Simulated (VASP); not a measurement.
Crystal: PbS.

```
Pb S
1.0
     2.03749   -5.86899    0.00000
     2.03749    5.86899    0.00000
     0.00000    0.00000    4.19196
Pb S
2 2
Direct
  0.13056 0.86944 0.25000
  0.86944 0.13056 0.75000
  0.35480 0.64520 0.25000
  0.64520 0.35480 0.75000
```

Base run:

* Program: VASP 6.6.1
* Functional: RPBE
* Potentials or basis: VASP PAW PBE potentials, release 64 (Pb_d, S)
* Cutoff: 520 eV
* k mesh: 7 × 7 × 6
* Occupations: fermi-dirac, width 0.05 eV
* Spin: no spin polarisation

Its results: band gap on the k mesh 1.19 eV, indirect (least direct gap 1.49 eV); pressure 6.9 GPa; largest force 0.512 eV/Å.

Question: The run is repeated on the same cell with these changes: functional from RPBE to LDA; potentials or basis from VASP PAW PBE potentials, release 64 (Pb_d, S) to VASP PAW LDA potentials, release 64 (Pb_d, S). What comes out?

Answer: Band gap on the k mesh 0.96 eV, indirect (least direct gap 1.26 eV); pressure -0.1 GPa; largest force 0.295 eV/Å.

Caveats: spin-orbit coupling is left out, which moves the levels of the heavy elements; the PAW data sets were made with another functional, which shifts forces and pressure a little (some runs).

A k mesh can miss the band edges.
